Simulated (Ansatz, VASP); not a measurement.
One calculation of InSe, two programs

```
In Se
1.0
     2.01849    1.16538    8.30272
    -2.01849    1.16538    8.30272
     0.00000   -2.33075    8.30272
In Se
2 2
Direct
  0.99961 0.99961 0.99961
  0.11176 0.11176 0.11176
  0.61472 0.61472 0.61472
  0.82990 0.82990 0.82990
```

Alike in both runs: functional PBE; dispersion D3(BJ); k mesh 12 × 12 × 12; no spin polarisation.

Ansatz relaxed the structure, and its values are those at the end. VASP's run is a single point on that final structure, the one shown.

|  | VASP | Ansatz |
| --- | --- | --- |
| version | VASP 6.6.1 | Ansatz 0.2.0 |
| potentials or method | VASP PAW PBE potentials, release 64 (In_d, Se), cutoff 520 eV | scalar-relativistic, plane waves, PAW |
| occupations | gaussian, width 0.01 eV | fixed |
| valence electrons in the cell | 38 | 58 |

Ansatz gave:

```
gap on the k mesh at the Fermi level (eV) : 0.30
least direct gap on the mesh (eV)         : 0.30
pressure (GPa)                            : 0.0
rms of the force components (eV/Å)        : 0.000
```

Question: Which values does VASP return?

Answer: gap on the k mesh at the Fermi level (eV): 0.28; least direct gap on the mesh (eV): 0.28; pressure (GPa): 0.0; rms of the force components (eV/Å): 0.008.

VASP's potentials hold 38 valence electrons a cell and Ansatz's 58, so a difference there can come from the potentials and not from the codes.
